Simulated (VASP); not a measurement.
# BaTlBr3 (Pm-3m) in VASP: settings compared

Aim: see how the results for BaTlBr3 move with the level of theory and the settings. Levels: PBE, r2SCAN. Tasks: single point.

All numbers are computed with VASP 6.6.1; they aren't measurements. Logs are shortened: lines on timing, memory, paths and dates and some standing lists are left out, and cuts for length are marked.

### Step 1. The cell of the first run

It takes space group Pm-3m (No. 221, cubic). Conventional cell: a = 6.398 Å, b = 6.398 Å, c = 6.398 Å, α = 90.00°, β = 90.00°, γ = 90.00°. Within 4.2 Å of Ba (site symmetry m-3m) lie 6 Br at 3.20 Å. Br (site symmetry 4/mmm) has 2 Ba at 3.20 Å within 4.2 Å.

### Step 2. Single point, PBE (52.39 Å³/atom)

INCAR reads:

```
  PREC = Accurate
  ENCUT = 520
  EDIFF = 1E-6
  ISMEAR = 0
  SIGMA = 0.01
  LREAL = False
  LASPH = True
  NELM = 80
  ALGO = Normal
  ISIF = 2
  LWAVE = False
  LCHARG = True
  GGA = PE
  LELF = True
  LVHAR = True
  NBANDS = 30
```

KPOINTS reads:

```
regular mesh
0
Gamma
  4 4 4
```

POSCAR reads:

```
BaTlBr3
1.0
    6.3984064774      0.0000000000      0.0000000000
    0.0000000000      6.3984064774      0.0000000000
    0.0000000000      0.0000000000      6.3984064774
Tl Ba Br
1 1 3
Direct
    0.0000000000      0.0000000000      0.0000000000
    0.5000000000      0.5000000000      0.5000000000
    0.5000000000      0.5000000000      0.0000000000
    0.5000000000      0.0000000000      0.5000000000
    0.0000000000      0.5000000000      0.5000000000
```

Potentials or basis: VASP PAW PBE potentials, release 64 (Tl_d, Ba_sv, Br).

Run with:

```sh
$ cat potpaw_PBE.64/Tl_d/POTCAR potpaw_PBE.64/Ba_sv/POTCAR potpaw_PBE.64/Br/POTCAR > POTCAR
$ mpirun -np 1 vasp_std > vasp.out
```

OUTCAR:

```text
PREC = Accurate
   ENCUT = 520
   EDIFF = 1E-6
   ISMEAR = 0
   LREAL = False
   LASPH = True
   NELM = 80
   ISIF = 2
   GGA = PE

 ion  position               nearest neighbor table
   1  0.000  0.000  0.000-
   2  0.500  0.500  0.500-   3 3.20   4 3.20   5 3.20   3 3.20   4 3.20   5 3.20
   3  0.500  0.500  0.000-   2 3.20   2 3.20
   4  0.500  0.000  0.500-   2 3.20   2 3.20
   5  0.000  0.500  0.500-   2 3.20   2 3.20

  LATTYP: Found a simple cubic cell.
 ALAT       =     6.3984064774

  Lattice vectors:

 A1 = (   6.3984064774,   0.0000000000,   0.0000000000)
 A2 = (   0.0000000000,   6.3984064774,   0.0000000000)
 A3 = (   0.0000000000,   0.0000000000,   6.3984064774)

Analysis of symmetry for initial positions (statically):
=====================================================================
 Subroutine PRICEL returns:
 Original cell was already a primitive cell.

 Routine SETGRP: Setting up the symmetry group for a
 simple cubic supercell.

 Subroutine GETGRP returns: Found 48 space group operations
 (whereof 48 operations were pure point group operations)
 out of a pool of 48 trial point group operations.

The static configuration has the point symmetry O_h .

Analysis of symmetry for dynamics (positions and initial velocities):
=====================================================================
 Subroutine PRICEL returns:
 Original cell was already a primitive cell.

 Routine SETGRP: Setting up the symmetry group for a
 simple cubic supercell.

 Subroutine GETGRP returns: Found 48 space group operations
 (whereof 48 operations were pure point group operations)
 out of a pool of 48 trial point group operations.

The dynamic configuration has the point symmetry O_h .

 Subroutine INISYM returns: Found 48 space group operations
 (whereof 48 operations are pure point group operations),
 and found     1 'primitive' translations

----------------------------------------------------------------------------------------

                                     Primitive cell

  volume of cell :     261.9482

  direct lattice vectors                    reciprocal lattice vectors
     6.398406477  0.000000000  0.000000000     0.156288914  0.000000000  0.000000000
     0.000000000  6.398406477  0.000000000     0.000000000  0.156288914  0.000000000
     0.000000000  0.000000000  6.398406477     0.000000000  0.000000000  0.156288914

  length of vectors
     6.398406477  6.398406477  6.398406477     0.156288914  0.156288914  0.156288914

  position of ions in fractional coordinates (direct lattice)
     0.000000000  0.000000000  0.000000000
     0.500000000  0.500000000  0.500000000
     0.500000000  0.500000000  0.000000000
     0.500000000  0.000000000  0.500000000
     0.000000000  0.500000000  0.500000000

  ion indices of the primitive-cell ions
   primitive index   ion index
                 1           1
                 2           2
                 3           3
                 4           4
                 5           5

----------------------------------------------------------------------------------------

 KPOINTS: regular mesh

Automatic generation of k-mesh.
 Grid dimensions read from file:
 generate k-points for:    4    4    4

 Generating k-lattice:

  Cartesian coordinates                     Fractional coordinates (reciprocal lattice)
     0.039072229  0.000000000  0.000000000     0.250000000  0.000000000  0.000000000
     0.000000000  0.039072229  0.000000000     0.000000000  0.250000000  0.000000000
     0.000000000  0.000000000  0.039072229     0.000000000  0.000000000  0.250000000

  Length of vectors
     0.039072229  0.039072229  0.039072229

  Shift w.r.t. Gamma in fractional coordinates (k-lattice)
     0.000000000  0.000000000  0.000000000

 Subroutine IBZKPT returns following result:
 ===========================================

 Found     10 irreducible k-points:

 Following reciprocal coordinates:
            Coordinates               Weight
  0.000000  0.000000  0.000000      1.000000
  0.250000  0.000000  0.000000      6.000000
  0.500000  0.000000  0.000000      3.000000
  0.250000  0.250000  0.000000     12.000000
  0.500000  0.250000  0.000000     12.000000
  0.500000  0.500000  0.000000      3.000000
  0.250000  0.250000  0.250000      8.000000
  0.500000  0.250000  0.250000     12.000000
  0.500000  0.500000  0.250000      6.000000
  0.500000  0.500000  0.500000      1.000000
   k-points           NKPTS =     10   k-points in BZ     NKDIM =     10   number of bands    NBANDS=     30
   number of dos      NEDOS =    301   number of ions     NIONS =      5
   total plane-waves  NPLWV = 110592
   dimension x,y,z NGX =    48 NGY =   48 NGZ =   48
   dimension x,y,z NGXF=    96 NGYF=   96 NGZF=   96
   ions per type =               1   1   3
   NGX,Y,Z   is equivalent  to a cutoff of  12.47, 12.47, 12.47 a.u.
   NGXF,Y,Z  is equivalent  to a cutoff of  24.94, 24.94, 24.94 a.u.
 SYSTEM =  unknown system
   PREC   = accura    normal or accurate (medium, high low for compatibility)
   ISTART =      0    job   : 0-new  1-cont  2-samecut
   ICHARG =      2    charge: 1-file 2-atom 10-const
   ISPIN  =      1    spin polarized calculation?
   LNONCOLLINEAR =      F non collinear calculations
   LSORBIT =      F    spin-orbit coupling
   LASPH  =      T    aspherical Exc in radial PAW
   ENCUT  =  520.0 eV  38.22 Ry    6.18 a.u.  11.90 11.90 11.90*2*pi/ulx,y,z
   NELM   =     80;   NELMIN=  2; NELMDL= -5     # of ELM steps
   EDIFF  = 0.1E-05   stopping-criterion for ELM
   LREAL  =      F    real-space projection
   EDIFFG = 0.1E-04   stopping-criterion for IOM
   NSW    =      0    number of steps for IOM
   IBRION =     -1    ionic relax: 0-MD 1-quasi-New 2-CG
   NFREE  =      0    steps in history (QN), initial steepest desc. (CG)
   ISIF   =      2    stress and relaxation
   ISYM   =      2    0-nonsym 1-usesym 2-fastsym
   POTIM  = 0.5000    time-step for ionic-motion
   TEBEG  =    0.0;   TEEND  =   0.0 temperature during run
   PSTRESS=    0.0 pullay stress
   NELECT =      44.0000    total number of electrons
   NUPDOWN=      -1.0000    fix difference up-down
   EMIN   =  10.00;   EMAX   =-10.00  energy-range for DOS
   EFERMI =   0.00;   METHOD = LEGACY
   ISMEAR =     0;   SIGMA  =   0.01  broadening in eV -4-tet -1-fermi 0-gaus
   EFERMI_NEDOS =   21; number of points for ismear=-14 and -15
   IALGO  =     38    algorithm
   IMIX   =      4    mixing-type and parameters
     AMIX     =   0.40;   BMIX     =  1.00
     AMIX_MAG =   1.60;   BMIX_MAG =  1.00
  volume/ion in A,a.u.               =      52.39       353.54
  Fermi-wavevector in a.u.,A,eV,Ry     =   0.903276  1.706944 11.101101  0.815908
  Thomas-Fermi vector in A             =   2.026582
   LORBIT       =      0    0 simple, 1 ext, 2 COOP (PROOUT), +10 PAW based schemes
   GGA     = PE    functional components
   LHFCALC =     F    Hartree Fock is set to
   AEXX    =    0.0000 exact exchange contribution
   IVDW    =     0    specifies the selected vdW correction
   LEPSILON=     F    determine dielectric tensor
   LRPA    =     F    only Hartree local field effects (RPA)
 non-spin polarized calculation
 Gauss-broadening in eV      SIGMA  =   0.01
  energy-cutoff  :      520.00
  volume of cell :      261.95
 maximum number of plane-waves:      7120
 NGX is ok and might be reduce to    48
   NGX = 23   NGY = 23   NGZ = 23

 number of electron      43.9999998 magnetization

 Free energy of the ion-electron system (eV)
  ---------------------------------------------------
  ext. energy  EPLUGINS =         0.00000000
  ---------------------------------------------------
  free energy    TOTEN  =       -16.54321210 eV

  energy without entropy =      -16.54321210  energy(sigma->0) =      -16.54321210

 E-fermi :  -1.5367     XC(G=0):  -6.5584

 val. band max:       -1.6569792512   @ k =   0.5000   0.5000   0.5000
 cond. band min:       1.2375452294   @ k =   0.5000   0.0000   0.0000
 fundamental gap:      2.8945244805
 Fermi energy:        -1.5367413500

 k-point     1 :       0.0000    0.0000    0.0000
  band No.  band energies     occupation
      1     -27.2459      2.00000
      2     -14.0713      2.00000
      3     -14.0057      2.00000
      4     -14.0057      2.00000
      5     -12.5473      2.00000
      6     -12.5473      2.00000
[... 22 lines left out ...]
     29       3.5614      0.00000
     30       4.5148      0.00000

 k-point     2 :       0.2500    0.0000    0.0000
  band No.  band energies     occupation
      1     -27.2455      2.00000
      2     -14.1774      2.00000
      3     -14.0457      2.00000
      4     -14.0053      2.00000
      5     -12.5485      2.00000
      6     -12.5485      2.00000
[... 22 lines left out ...]
     29       4.2581      0.00000
     30       4.6013      0.00000

 k-point     3 :       0.5000    0.0000    0.0000
  band No.  band energies     occupation
      1     -27.2452      2.00000
      2     -14.2926      2.00000
      3     -14.0483      2.00000
      4     -14.0049      2.00000
      5     -12.5499      2.00000
      6     -12.5499      2.00000
[... 22 lines left out ...]
     29       4.6595      0.00000
     30       4.7982      0.00000

 k-point     4 :       0.2500    0.2500    0.0000
  band No.  band energies     occupation
      1     -27.2452      2.00000
      2     -14.1856      2.00000
      3     -14.1642      2.00000
      4     -14.0243      2.00000
      5     -12.5484      2.00000
      6     -12.5475      2.00000
[... 22 lines left out ...]
     29       4.5846      0.00000
     30       5.1376      0.00000

 k-point     5 :       0.5000    0.2500    0.0000
  band No.  band energies     occupation
      1     -27.2448      2.00000
      2     -14.2919      2.00000
      3     -14.1744      2.00000
      4     -14.0252      2.00000
      5     -12.5484      2.00000
      6     -12.5476      2.00000
[... 22 lines left out ...]
     29       4.6727      0.00000
     30       5.7852      0.00000

 k-point     6 :       0.5000    0.5000    0.0000
  band No.  band energies     occupation
      1     -27.2445      2.00000
      2     -14.2912      2.00000
      3     -14.2912      2.00000
      4     -14.0265      2.00000
      5     -12.5475      2.00000
      6     -12.5469      2.00000
[... 22 lines left out ...]
     29       5.0755      0.00000
     30       6.3645      0.00000

 k-point     7 :       0.2500    0.2500    0.2500
  band No.  band energies     occupation
      1     -27.2448      2.00000
      2     -14.1920      2.00000
      3     -14.1639      2.00000
      4     -14.1639      2.00000
      5     -12.5473      2.00000
      6     -12.5473      2.00000
[... 22 lines left out ...]
     29       5.1425      0.00000
     30       5.6658      0.00000

 k-point     8 :       0.5000    0.2500    0.2500
  band No.  band energies     occupation
      1     -27.2445      2.00000
      2     -14.2914      2.00000
      3     -14.1821      2.00000
      4     -14.1635      2.00000
      5     -12.5473      2.00000
      6     -12.5470      2.00000
[... 22 lines left out ...]
     29       5.4903      0.00000
     30       5.6431      0.00000

 k-point     9 :       0.5000    0.5000    0.2500
  band No.  band energies     occupation
      1     -27.2441      2.00000
      2     -14.2909      2.00000
      3     -14.2909      2.00000
      4     -14.1726      2.00000
      5     -12.5472      2.00000
      6     -12.5469      2.00000
[... 22 lines left out ...]
     29       5.1164      0.00000
     30       6.0158      0.00000

 k-point    10 :       0.5000    0.5000    0.5000
  band No.  band energies     occupation
      1     -27.2438      2.00000
      2     -14.2906      2.00000
      3     -14.2906      2.00000
      4     -14.2906      2.00000
      5     -12.5469      2.00000
      6     -12.5469      2.00000
[... 22 lines left out ...]
     29       5.1748      0.00000
     30       5.1748      0.00000

------------------------ aborting loop because EDIFF is reached ----------------------------------------

  FORCE on cell =-STRESS in cart. coord.  units (eV):
  Direction    XX          YY          ZZ          XY          YZ          ZX
  --------------------------------------------------------------------------------------
  -------------------------------------------------------------------------------------
  Total       -0.9471762     -0.9471762     -0.9471762     -0.0000000     -0.0000000      0.0000000
  in kB       -5.7932982     -5.7932982     -5.7932982     -0.0000000     -0.0000000      0.0000000
  external PRESSURE =      -5.7932982 kB  Pullay stress =       0.0000000 kB

 VOLUME and BASIS-vectors are now :
 -----------------------------------------------------------------------------
  energy-cutoff  :      520.00
  volume of cell :      261.95
      direct lattice vectors                 reciprocal lattice vectors
     6.398406477  0.000000000  0.000000000     0.156288914  0.000000000  0.000000000
     0.000000000  6.398406477  0.000000000     0.000000000  0.156288914  0.000000000
     0.000000000  0.000000000  6.398406477     0.000000000  0.000000000  0.156288914

 POSITION                                       TOTAL-FORCE (eV/Angst)
 -----------------------------------------------------------------------------------
      0.00000      0.00000      0.00000         0.000000      0.000000      0.000000
      3.19920      3.19920      3.19920         0.000000      0.000000      0.000000
      3.19920      3.19920      0.00000         0.000000      0.000000      0.000000
      3.19920      0.00000      3.19920         0.000000      0.000000      0.000000
      0.00000      3.19920      3.19920         0.000000      0.000000      0.000000
 -----------------------------------------------------------------------------------
    total drift:                                0.000000     -0.000000     -0.000000

  FREE ENERGIE OF THE ION-ELECTRON SYSTEM (eV)
  ---------------------------------------------------
  free  energy   TOTEN  =       -16.5432120988 eV

  energy  without entropy=      -16.5432120988  energy(sigma->0) =      -16.54321210
```

It took 32 s on 1 thread of Intel Xeon 6975P-C (Granite Rapids), shared host; peak memory 0.36 GiB.

Results:

- Free energy: -16.5432 eV
- Pressure: -0.6 GPa
- Band gap on the k mesh: 2.89 eV (least direct gap 3.10 eV)

Caveat: spin-orbit coupling is left out, which moves the levels of the heavy elements.

### Step 3. Single point, r2SCAN (45.45 Å³/atom)

This run uses another cell than the first one, of 45.45 Å³/atom.

POSCAR, as its differences from that of step 2:

```diff
@@ -2,5 +2,5 @@
 1.0
-    6.3984064774      0.0000000000      0.0000000000
-    0.0000000000      6.3984064774      0.0000000000
-    0.0000000000      0.0000000000      6.3984064774
+    6.1022203318      0.0000000000      0.0000000000
+    0.0000000000      6.1022203318      0.0000000000
+    0.0000000000      0.0000000000      6.1022203318
 Tl Ba Br
```

INCAR.step1 reads:

```
SYSTEM = BaTlBr3
ALGO = Normal ; EDIFF = 1E-4
ENCUT = 520 ; GGA = PE
ISMEAR = 0 ; LASPH = .TRUE.
LCHARG = .FALSE. ; LREAL = .FALSE.
LWAVE = .TRUE. ; NBANDS = 30
NELM = 100 ; PREC = Accurate
SIGMA = 0.01
```

INCAR.step2 reads:

```
SYSTEM = BaTlBr3
ALGO = Normal ; EDIFF = 1E-6
ENCUT = 520 ; ISIF = 2
ISMEAR = 0 ; ISTART = 1
LASPH = .TRUE. ; LCHARG = .TRUE.
LELF = .TRUE. ; LMIXTAU = .TRUE.
LREAL = .FALSE. ; LVHAR = .TRUE.
LWAVE = .FALSE. ; METAGGA = R2SCAN
NBANDS = 30 ; NELM = 100
PREC = Accurate ; SIGMA = 0.01
```

KPOINTS reads:

```
k-points
0
G
  4 4 4
  0 0 0
```

Potentials or basis: VASP PAW PBE potentials, release 64 (Tl_d, Ba_sv, Br).

Run with:

```sh
$ cat potpaw_PBE.64/Tl_d/POTCAR potpaw_PBE.64/Ba_sv/POTCAR potpaw_PBE.64/Br/POTCAR > POTCAR
$ cp INCAR.step1 INCAR
$ mpirun -np 1 vasp_std > vasp.out
$ cp INCAR.step2 INCAR
$ mpirun -np 1 vasp_std > vasp.out
```

Wall time 1.8 min (1 thread of Intel Xeon 6975P-C (Granite Rapids), shared host); peak memory 0.4 GiB.

It converged, with:

| Property | Result |
| --- | --- |
| Free energy | -127.6184 eV |
| Pressure | 1.5 GPa |
| Band gap on the k mesh | 3.49 eV (least direct gap 3.58 eV) |

Levels at points of the mesh, in eV from the valence-band top:
```csv
k point,band 20,band 21,band 22,band 23,band 24,band 25
"(0.00, 0.00, 0.00)",-0.06,-0.06,-0.06,4.68,4.68,4.68
"(0.50, 0.00, 0.00)",-0.48,-0.09,-0.09,3.49,4.36,4.36
"(0.50, 0.50, 0.00)",-0.66,-0.19,0.00,4.07,4.08,4.08
"(0.50, 0.50, 0.50)",0.00,0.00,0.00,4.55,4.55,4.55
```

Caveat: the PAW data sets were made with another functional, which shifts forces and pressure a little; spin-orbit coupling is left out, which moves the levels of the heavy elements. A k mesh can miss the band edges.

(Part 1 of 3 ends here.)
